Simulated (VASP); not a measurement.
# ErSi3: single point with PBE

Crystal: ErSi3.

```xyz
4
Lattice="4.0846 0.0000 0.0000 0.0000 4.0846 0.0000 0.0000 0.0000 4.0846" Properties=species:S:1:pos:R:3 pbc="T T T"
Er    0.0000    0.0000    0.0000
Si    0.0000    2.0423    2.0423
Si    2.0423    2.0423    0.0000
Si    2.0423    0.0000    2.0423
```

- Program: VASP 6.6.1
- Task: single point
- Functional: PBE
- Potentials or basis: VASP PAW PBE potentials, release 64 (Er, Si)
- Cutoff: 520 eV
- k mesh: 8 × 8 × 8
- Occupations: gaussian, width 0.05 eV
- Spin: no spin polarisation
- Dipole correction: no
- Further INCAR settings: ALGO = Normal; EDIFF = 1e-06; NBANDS = 25

```yaml
Pressure: -4.0 GPa
Band_gap_on_the_k_mesh: zero (band 17 reaches 7.40 eV, above the bottom of band 18 at 7.13 eV)
```

Levels at points of the mesh, in eV from the Fermi level:
```csv
k point,band 13,band 14,band 15,band 16,band 17,band 18,band 19,band 20,band 21,band 22
"(0.00, 0.00, 0.00)",-0.41,-0.18,-0.02,-0.02,-0.02,1.36,2.29,2.29,2.29,2.85
"(0.50, 0.00, 0.00)",-0.39,-0.22,-0.14,-0.14,0.07,0.57,0.57,0.84,1.56,3.17
"(0.50, 0.50, 0.00)",-0.43,-0.40,-0.17,-0.17,-0.15,-0.12,0.27,1.72,1.72,3.71
"(0.50, 0.50, 0.50)",-0.19,-0.19,-0.14,-0.14,-0.14,-0.11,1.62,5.34,5.34,6.67
```

It took 6 min on 1 thread of Intel Xeon 8259CL, with other jobs on the host, peak memory 0.22 GiB.

Caveat: spin-orbit coupling is left out, which moves the levels of the heavy elements; without U or exact exchange the open f shell lies at the Fermi level, which spoils levels, moments and volumes. Spin polarisation is off, so any magnetic state and its effect on volume and gap are missing.
